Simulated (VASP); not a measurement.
Set up this calculation in VASP 6.6.1, as the native input.

| Property | Result |
| --- | --- |
| Task | single point |
| Functional | PBEsol |
| Potentials or basis | VASP PAW PBE potentials, release 64 (B, N) |
| Cutoff | 520 eV |
| k mesh | 9 × 9 × 6 |
| Occupations | gaussian, width 0.02 eV |
| Spin | no spin polarisation |
| Dipole correction | no |
| Further INCAR settings | ALGO = Normal; EDIFF = 1e-07; NBANDS = 16 |

The structure of BN (sol) lies in POSCAR:

```
BN
1.0
    2.5118406543      0.0000000000      0.0000000000
   -1.2559203271      2.1753178169      0.0000000000
    0.0000000000      0.0000000000      4.1606277790
B N
2 2
Direct
    0.3333333333      0.6666666667     -0.0000934322
    0.6666666667      0.3333333333      0.4999065678
    0.3333333333      0.6666666667      0.3740934322
    0.6666666667      0.3333333333      0.8740934322
```

This cell differs from its parent crystal: strained cell.

One way to write it, as run:

INCAR

```
SYSTEM = BN
PREC = Accurate
ENCUT = 520
EDIFF = 1E-7
ISMEAR = 0
SIGMA = 0.02
LREAL = .False.
LASPH = .True.
NELM = 80
ALGO = Normal
ISIF = 2
LWAVE = .False.
LCHARG = .True.
GGA = PS
LELF = .True.
LVHAR = .True.
NBANDS = 16
```

KPOINTS

```
regular mesh
0
Gamma
  9 9 6
  0 0 0
```

Potentials or basis: VASP PAW PBE potentials, release 64 (B, N).

Launch:

```console
$ cat potpaw_PBE.64/B/POTCAR potpaw_PBE.64/N/POTCAR > POTCAR
$ mpirun -np 1 vasp_std > vasp.out
```

Results of the run:

The pressure is 14.4 GPa. The largest force is 0.004 eV/Å. The band gap on the k mesh is 4.86 eV, indirect (least direct gap 8.37 eV).

Caveat: the cell differs from its parent crystal (strained cell); the PAW data sets were made with another functional, which shifts forces and pressure a little.

Wall time 7.6 s on 1 thread of Intel(R) Xeon(R) 6975P-C (Granite Rapids), on a shared host, peak memory 0.13 GiB.
